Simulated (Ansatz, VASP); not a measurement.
**Sn: VASP beside Ansatz**

```xyz
1
Lattice="-1.7265 1.7755 2.3383 1.7265 -1.7755 2.3383 1.7265 1.7755 -2.3383" Properties=species:S:1:pos:R:3 pbc="T T T"
Sn    0.0000    0.0000    0.0000
```

Alike in both runs: task single point; functional LDA; k mesh 20 × 20 × 20; occupations gaussian, width 0.15 eV; no spin polarisation.

|  | VASP | Ansatz |
| --- | --- | --- |
| version | VASP 6.6.1 | Ansatz 0.2.0 |
| potentials or method | VASP PAW LDA potentials, release 64 (Sn_d), cutoff 520 eV | scalar-relativistic, plane waves, PAW |
| valence electrons in the cell | 14 | 14 |

```csv
,VASP,Ansatz,Ansatz less VASP
gap on the k mesh at the Fermi level (eV),none,none,-
pressure (GPa),-4.7,-4.8,-0.03
"traceless stress, the component that is largest in VASP (GPa)",0.38,0.37,-0.011
```

LDA's correlation is that of Perdew and Zunger in VASP and of Perdew and Wang (1992) in Ansatz. A gap of «none» marks a metal or a gap that the smearing closes.
